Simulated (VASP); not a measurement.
H10CO6: single point with PBE

H10CO6:

```
O H C
1.0
     6.19629    0.00000    0.00000
     0.00000    6.19629    0.00000
     0.00000    0.00000    6.19629
O H C
6 10 1
Direct
  0.12414 0.41523 0.91377
  0.76547 0.43029 0.40744
  0.17072 0.04549 0.67563
  0.31971 0.63924 0.53718
  0.81692 0.88238 0.93847
  0.66961 0.16085 0.76044
  0.18965 0.53385 0.83482
  0.98152 0.44461 0.97959
  0.78662 0.32829 0.52937
  0.89029 0.52591 0.39157
  0.14822 0.18104 0.75447
  0.12934 0.08557 0.53221
  0.46688 0.58477 0.51013
  0.32731 0.78729 0.53745
  0.92100 0.90833 0.80447
  0.53371 0.00649 0.03486
  0.65676 0.02634 0.90156
```

| Property | Result |
| --- | --- |
| Program | VASP 6.6.1 |
| Task | single point |
| Functional | PBE |
| Potentials or basis | VASP PAW PBE potentials, release 64 (O_h, H_h, C_h) |
| Cutoff | 910 eV |
| k mesh | 1 × 1 × 1 |
| Occupations | fermi-dirac, width 0.05 eV |
| Spin | no spin polarisation |

```json
{
 "Pressure": "-0.9 GPa",
 "Largest force": "3.356 eV/Å",
 "Band gap on the k mesh": "4.93 eV"
}
```

Forces in eV/Å, atoms in the order of the input:
```
O   -0.578 -0.955  0.661
O   -0.048 -0.085  0.068
O   -0.313 -0.728  0.119
O    0.211 -3.349  0.053
O    0.584  0.224 -1.989
O   -0.855  0.221 -0.035
H   -0.380  0.418 -0.190
H    0.987  0.424 -0.698
H    0.079  0.718 -0.467
H   -0.142 -0.525  0.443
H    0.157  0.582  0.604
H   -0.193  0.126 -0.758
H   -0.351  0.096 -0.077
H    0.257  3.050  0.219
H   -0.556 -0.155  1.763
H    0.056  0.374 -0.797
C    1.086 -0.436  1.080
```

Stress tensor (GPa, compression positive):
```
-2.23 -0.67  2.02
-0.67  1.68  0.84
 2.02  0.84 -2.05
```

Levels at points of the mesh, in eV from the valence-band top:
| k point | band 23 | band 24 | band 25 | band 26 | band 27 | band 28 |
| --- | --- | --- | --- | --- | --- | --- |
| (0.00, 0.00, 0.00) | -0.33 | -0.23 | 0.00 | 4.93 | 5.23 | 7.64 |

Wall time 47 s on 1 thread of Intel(R) Xeon(R) Platinum 8488C (Sapphire Rapids) (shared host), peak memory 0.53 GiB.

Caveat: the k points lie up to 1.01 Å⁻¹ apart; the cutoff is under 1.25 times the usual one of these potentials, so pressure, stress and relaxed cells hold a basis-set (Pulay) error.
